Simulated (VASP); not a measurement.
# GaSb: single point with PBE

GaSb:

```
CELL_PARAMETERS angstrom
0.00000 2.82266 3.05813
3.05813 0.00000 3.05813
3.05813 2.82266 0.00000
ATOMIC_POSITIONS crystal
Ga 0.00000 0.00000 0.00000
Sb 0.75000 0.75000 0.75000
```

```json
{
 "Program": "VASP 6.6.1",
 "Task": "single point",
 "Functional": "PBE",
 "Potentials or basis": "VASP PAW PBE potentials, release 64 (Ga_d, Sb)",
 "Cutoff": "520 eV",
 "k mesh": "14 × 14 × 14",
 "Occupations": "gaussian, width 0.15 eV",
 "Spin": "no spin polarisation",
 "Dipole correction": "no",
 "Further INCAR settings": "ALGO = Normal; EDIFF = 1e-06; NBANDS = 16"
}
```

The pressure is 7.7 GPa.

Stress tensor (GPa, compression positive):
```
6.79 0.00 0.00
0.00 9.55 0.00
0.00 0.00 6.79
```

Levels at points of the mesh, in eV from the Fermi level:
```tsv
k point	band 5	band 6	band 7	band 8	band 9	band 10	band 11	band 12	band 13	band 14
(0.00, 0.00, 0.00)	-15.39	-12.30	-0.39	-0.39	0.05	0.35	2.39	2.63	2.63	5.66
(0.50, 0.00, 0.00)	-15.38	-10.45	-7.02	-1.83	-1.22	0.25	3.26	3.87	6.23	9.10
(0.50, 0.50, 0.00)	-15.39	-9.61	-7.56	-2.95	-2.87	0.79	1.04	8.60	8.64	10.04
(0.50, 0.00, 0.50)	-15.38	-9.28	-7.16	-3.43	-3.43	0.15	0.52	8.98	8.98	10.60
```

Wall time 3.3 min on 1 thread of Intel Xeon 8259CL, on a shared host, peak memory 0.35 GiB.

Caveat: the cell stands under pressure; spin-orbit coupling is left out, which moves the levels of the heavy elements.
